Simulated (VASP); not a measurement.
# PtS2 (P-3m1) in VASP: vibrations by perturbation theory with PBEsol

Aim: the vibrations by perturbation theory of PtS2 with PBEsol.

Program: VASP 6.6.1. These are calculated values, not measurements. Logs are shortened: lines on timing, memory, paths and dates and some standing lists are left out, and cuts for length are marked.

## 1. The cell of the first run

The structure is trigonal, space group P-3m1 (No. 164). The conventional cell has a = 3.575 Å, b = 3.575 Å, c = 4.717 Å, α = 90.00°, β = 90.00°, γ = 120.00°. Within 3.2 Å of Pt (site symmetry -3m) lie 6 S at 2.39 Å. Within 3.2 Å of S (site symmetry 3m) lie 3 Pt at 2.39 Å and 6 S at 3.11 to 3.16 Å.

## 2. Vibrations by perturbation theory, PBEsol

INCAR

```
PREC = Accurate ; ENCUT = 520
EDIFF = 1E-8 ; ISMEAR = -1
SIGMA = 0.1 ; LREAL = False
LASPH = True ; NELM = 60
ALGO = Normal ; ISIF = 2
LWAVE = False ; LCHARG = True
GGA = PS ; NBANDS = 18
IBRION = 8 ; NSW = 1
```

KPOINTS

```
Automatic mesh
0
Gamma
  10 10 8
```

POSCAR

```
PtS2
1.0
    3.5746961275      0.0000000000      0.0000000000
   -1.7873480638      3.0957776572      0.0000000000
    0.0000000000      0.0000000000      4.7168823515
Pt S
1 2
Direct
    0.0000000000      0.0000000000      0.0000000000
    0.3333333333      0.6666666667      0.2534439010
    0.6666666667      0.3333333333      0.7465560990
```

Potentials or basis: VASP PAW PBE potentials, release 64 (Pt, S).

Launch:

```bash
> cat potpaw_PBE.64/Pt/POTCAR potpaw_PBE.64/S/POTCAR > POTCAR
> mpirun -np 1 vasp_std > vasp.out
```

OUTCAR:

```text
PREC = Accurate
   ENCUT = 520
   EDIFF = 1E-8
   ISMEAR = -1
   LREAL = False
   LASPH = True
   NELM = 60
   ISIF = 2
   GGA = PS
   IBRION = 8
   NSW = 1

 ion  position               nearest neighbor table
   1  0.000  0.000  0.000-   2 2.39   3 2.39   3 2.39   2 2.39   3 2.39   2 2.39
   2  0.333  0.667  0.253-   1 2.39   1 2.39   1 2.39
   3  0.667  0.333  0.747-   1 2.39   1 2.39   1 2.39

  LATTYP: Found a hexagonal cell.
 ALAT       =     3.5746961275
 C/A-ratio  =     1.3195198090

  Lattice vectors:

 A1 = (   3.5746961275,   0.0000000000,   0.0000000000)
 A2 = (  -1.7873480638,   3.0957776572,   0.0000000000)
 A3 = (   0.0000000000,   0.0000000000,   4.7168823515)

Analysis of symmetry for initial positions (statically):
=====================================================================
 Subroutine PRICEL returns:
 Original cell was already a primitive cell.

 Routine SETGRP: Setting up the symmetry group for a
 hexagonal supercell.

 Subroutine GETGRP returns: Found 12 space group operations
 (whereof 12 operations were pure point group operations)
 out of a pool of 24 trial point group operations.

The static configuration has the point symmetry D_3d.

Analysis of symmetry for dynamics (positions and initial velocities):
=====================================================================
 Subroutine PRICEL returns:
 Original cell was already a primitive cell.

 Routine SETGRP: Setting up the symmetry group for a
 hexagonal supercell.

 Subroutine GETGRP returns: Found 12 space group operations
 (whereof 12 operations were pure point group operations)
 out of a pool of 24 trial point group operations.

The dynamic configuration has the point symmetry D_3d.

 Subroutine INISYM returns: Found 12 space group operations
 (whereof 12 operations are pure point group operations),
 and found     1 'primitive' translations

----------------------------------------------------------------------------------------

                                     Primitive cell

  volume of cell :      52.1992

  direct lattice vectors                    reciprocal lattice vectors
     3.574696128  0.000000000  0.000000000     0.279744058  0.161510307  0.000000000
    -1.787348064  3.095777657  0.000000000     0.000000000  0.323020614  0.000000000
     0.000000000  0.000000000  4.716882351     0.000000000  0.000000000  0.212004440

  length of vectors
     3.574696128  3.574696128  4.716882351     0.323020614  0.323020614  0.212004440

  position of ions in fractional coordinates (direct lattice)
     0.000000000  0.000000000  0.000000000
     0.333333333  0.666666667  0.253443901
     0.666666667  0.333333333  0.746556099

  ion indices of the primitive-cell ions
   primitive index   ion index
                 1           1
                 2           2
                 3           3

----------------------------------------------------------------------------------------

 KPOINTS: Automatic mesh

Automatic generation of k-mesh.
 Grid dimensions read from file:
 generate k-points for:   10   10    8

 Generating k-lattice:

  Cartesian coordinates                     Fractional coordinates (reciprocal lattice)
     0.027974406  0.016151031  0.000000000     0.100000000  0.000000000  0.000000000
     0.000000000  0.032302061  0.000000000     0.000000000  0.100000000  0.000000000
     0.000000000  0.000000000  0.026500555     0.000000000  0.000000000  0.125000000

  Length of vectors
     0.032302061  0.032302061  0.026500555

  Shift w.r.t. Gamma in fractional coordinates (k-lattice)
     0.000000000  0.000000000  0.000000000

 Subroutine IBZKPT returns following result:
 ===========================================

 Found     94 irreducible k-points:

 Following reciprocal coordinates:
            Coordinates               Weight
  0.000000  0.000000  0.000000      1.000000
  0.100000  0.000000  0.000000      6.000000
  0.200000  0.000000  0.000000      6.000000
  0.300000  0.000000  0.000000      6.000000
[... 34 lines left out ...]
   LNONCOLLINEAR =      F non collinear calculations
   LSORBIT =      F    spin-orbit coupling
   LASPH  =      T    aspherical Exc in radial PAW
   ENCUT  =  520.0 eV  38.22 Ry    6.18 a.u.   6.65  6.65  8.77*2*pi/ulx,y,z
   NELM   =     60;   NELMIN=  2; NELMDL= -5     # of ELM steps
   EDIFF  = 0.1E-07   stopping-criterion for ELM
   LREAL  =      F    real-space projection
   EDIFFG = 0.1E-06   stopping-criterion for IOM
   NSW    =      1    number of steps for IOM
   IBRION =      8    ionic relax: 0-MD 1-quasi-New 2-CG
   NFREE  =      0    steps in history (QN), initial steepest desc. (CG)
   ISIF   =      2    stress and relaxation
   ISYM   =      2    0-nonsym 1-usesym 2-fastsym
   POTIM  = 0.5000    time-step for ionic-motion
   TEBEG  =    0.0;   TEEND  =   0.0 temperature during run
   PSTRESS=    0.0 pullay stress
   NELECT =      22.0000    total number of electrons
   NUPDOWN=      -1.0000    fix difference up-down
   EMIN   =  10.00;   EMAX   =-10.00  energy-range for DOS
   EFERMI =   0.00;   METHOD = LEGACY
   ISMEAR =    -1;   SIGMA  =   0.10  broadening in eV -4-tet -1-fermi 0-gaus
   EFERMI_NEDOS =   21; number of points for ismear=-14 and -15
   IALGO  =     38    algorithm
   IMIX   =      4    mixing-type and parameters
     AMIX     =   0.40;   BMIX     =  1.00
     AMIX_MAG =   1.60;   BMIX_MAG =  1.00
  volume/ion in A,a.u.               =      17.40       117.42
  Fermi-wavevector in a.u.,A,eV,Ry     =   1.227423  2.319494 20.498106  1.506568
  Thomas-Fermi vector in A             =   2.362387
   LORBIT       =      0    0 simple, 1 ext, 2 COOP (PROOUT), +10 PAW based schemes
   GGA     = PS    functional components
   LHFCALC =     F    Hartree Fock is set to
   AEXX    =    0.0000 exact exchange contribution
   IVDW    =     0    specifies the selected vdW correction
   LEPSILON=     F    determine dielectric tensor
   LRPA    =     F    only Hartree local field effects (RPA)
 non-spin polarized calculation
  energy-cutoff  :      520.00
  volume of cell :       52.20
 maximum number of plane-waves:      1428
 NGX is ok and might be reduce to    28
   NGX = 13   NGY = 13   NGZ = 17

--------------------------------------- Ionic step        1  -------------------------------------------

 number of electron      21.9999999 magnetization

 Free energy of the ion-electron system (eV)
  ---------------------------------------------------
  ext. energy  EPLUGINS =         0.00000000
  ---------------------------------------------------
  free energy    TOTEN  =       -16.99943055 eV

  energy without entropy =      -16.99092968  energy(sigma->0) =      -16.99518011

 E-fermi :   7.6761     XC(G=0): -11.1694

 val. band max:        7.5733130354   @ k =   0.0000   0.1000   0.1250
 cond. band min:       7.7420144984   @ k =   0.0000   0.0000   0.0000
 fundamental gap:      0.1687014631
 Fermi energy:         7.6761385734

 k-point     1 :       0.0000    0.0000    0.0000
  band No.  band energies     occupation
      1      -8.1999      2.00000
      2      -4.7798      2.00000
      3       0.1175      2.00000
      4       0.5919      2.00000
      5       0.5919      2.00000
      6       3.4842      2.00000
[... 481 lines left out ...]
      5       1.8775      2.00000
      6       3.2075      2.00000
[... 10 lines left out ...]
     17      16.1395      0.00000
     18      18.2305      0.00000

 [... further k-points ...]
[... 5 lines left out ...]
  --------------------------------------------------------------------------------------
  -------------------------------------------------------------------------------------
  Total       -0.1074009     -0.1074009     -0.0299513      0.0000000      0.0000000      0.0000000
  in kB       -3.2965114     -3.2965114     -0.9193118      0.0000000      0.0000000      0.0000000
  external PRESSURE =      -2.5041115 kB  Pullay stress =       0.0000000 kB

 VOLUME and BASIS-vectors are now :
 -----------------------------------------------------------------------------
  energy-cutoff  :      520.00
  volume of cell :       52.20
      direct lattice vectors                 reciprocal lattice vectors
     3.574696128  0.000000000  0.000000000     0.279744058  0.161510307  0.000000000
    -1.787348064  3.095777657  0.000000000     0.000000000  0.323020614  0.000000000
     0.000000000  0.000000000  4.716882351     0.000000000  0.000000000  0.212004440

 POSITION                                       TOTAL-FORCE (eV/Angst)
 -----------------------------------------------------------------------------------
      0.00000      0.00000      0.00000        -0.000000      0.000000      0.000000
     -0.00000      2.06385      1.19547         0.000000     -0.000000     -0.026661
      1.78735      1.03193      3.52142        -0.000000      0.000000      0.026661
 -----------------------------------------------------------------------------------
    total drift:                               -0.000000      0.000000      0.000000

  FREE ENERGIE OF THE ION-ELECTRON SYSTEM (eV)
  ---------------------------------------------------
  free  energy   TOTEN  =       -16.9994305460 eV

  energy  without entropy=      -16.9909296761  energy(sigma->0) =      -16.99518011

[... ionic steps 2 to 3 ...]

--------------------------------------- Ionic step        4  -------------------------------------------

------------------------ aborting loop because EDIFF is reached ----------------------------------------
[... 11 lines left out ...]
[... ionic steps 8 to 8 ...]

--------------------------------------- Ionic step        9  -------------------------------------------

 Free energy of the ion-electron system (eV)
  ---------------------------------------------------
  ---------------------------------------------------
  free energy    TOTEN  =        -0.11437981 eV

  energy without entropy =       -0.11436959

------------------------ aborting loop because EDIFF is reached ----------------------------------------

 INTERNAL STRAIN TENSOR  FOR ION    2  DIRECTION 3   (eV/Angst):
 -----------------------------------------------------------------------------
   -11.25898  0.00000  0.00000
     0.00000-11.25898 -0.00000
    -0.00000  0.00000-14.18723

 INTERNAL STRAIN TENSOR FOR ION    3 for displacements in x,y,z  (eV/Angst):
          X           Y           Z          XY          YZ          ZX
  --------------------------------------------------------------------------------
  x     0.00000    -0.00000     0.00000    -5.15415    -0.00000     9.74750
  y    -5.15415     5.15415     0.00000    -0.00000    10.75035    -0.00000
  z    11.25898    11.25898    14.18723    -0.00000     0.00000     0.00000

 SECOND DERIVATIVES (NOT SYMMETRIZED)
 ------------------------------------
               1X          1Y          1Z          2X          2Y          2Z          3X          3Y          3Z
  1X   -16.674770    0.000000    0.000000    8.337385   -0.000000    0.000000    8.337385   -0.000000    0.000000
  1Y     0.000000  -16.674770    0.000000   -0.000000    8.337385    0.000000   -0.000000    8.337385    0.000000
  1Z     0.000000    0.000000  -18.278715   -0.000000    0.000000    9.139358    0.000000    0.000000    9.139358
  2X     8.340123   -0.000000    0.000000   -9.285997    0.000000   -0.000000    0.945874   -0.000000   -0.000000
  2Y    -0.000000    8.340123    0.000000    0.000000   -9.285997    0.000000   -0.000000    0.945874   -0.000000
  2Z    -0.000000    0.000000    9.137732   -0.000000    0.000000  -10.856627    0.000000   -0.000000    1.718894
  3X     8.340123   -0.000000    0.000000    0.945874   -0.000000   -0.000000   -9.285997    0.000000   -0.000000
  3Y    -0.000000    8.340123    0.000000   -0.000000    0.945874   -0.000000    0.000000   -9.285997    0.000000
  3Z    -0.000000    0.000000    9.137732    0.000000   -0.000000    1.718894   -0.000000    0.000000  -10.856627

 Eigenvectors and eigenvalues of the dynamical matrix
 ----------------------------------------------------

   1 f  =    9.790195 THz    61.513607 2PiTHz  326.565741 cm-1    40.488973 meV
             X         Y         Z           dx          dy          dz
      0.000000  0.000000  0.000000    -0.000000   -0.000000    0.000000
     -0.000000  2.063852  1.195465    -0.000000    0.000000   -0.707107
      1.787348  1.031926  3.521417     0.000000    0.000000    0.707107
[... 43 lines left out ...]
   9 f/i=    0.000651 THz     0.004091 2PiTHz    0.021717 cm-1     0.002693 meV
             X         Y         Z           dx          dy          dz
      0.000000  0.000000  0.000000     0.762277   -0.414227   -0.000000
     -0.000000  2.063852  1.195465     0.308999   -0.167912   -0.000000
      1.787348  1.031926  3.521417     0.308999   -0.167912   -0.000000

--------------------------------------------------------------------------------------------------------

 ELASTIC MODULI CONTR FROM IONIC RELAXATION (kBar)
 Direction    XX          YY          ZZ          XY          YZ          ZX
 --------------------------------------------------------------------------------
 XX        -778.1784   -459.4166   -779.7352      0.0000    332.4310     -0.0000
 YY        -459.4166   -778.1784   -779.7352      0.0000   -332.4310      0.0000
 ZZ        -779.7352   -779.7352   -982.5298      0.0000      0.0000     -0.0000
 XY           0.0000      0.0000      0.0000   -159.3809      0.0000    301.4201
 YZ         332.4310   -332.4310      0.0000      0.0000   -693.3724      0.0000
 ZX          -0.0000      0.0000     -0.0000    301.4201      0.0000   -570.0437
 --------------------------------------------------------------------------------
```

Wall time 18 min (1 thread of Oxide Virtual Turin-like, shared host); peak memory 0.91 GiB.

What came out:

- Highest phonon frequency at Γ, LO-TO splitting left out: 327 cm⁻¹

Phonon frequencies in cm⁻¹ (negative: imaginary):
| q point | frequencies |
| --- | --- |
| (0.000, 0.000, 0.000) | 0 0 0 295 295 307 307 321 327 |

Caveat: the PAW data sets were made with another functional, which shifts forces and pressure a little; spin-orbit coupling is left out, which moves the levels of the heavy elements.
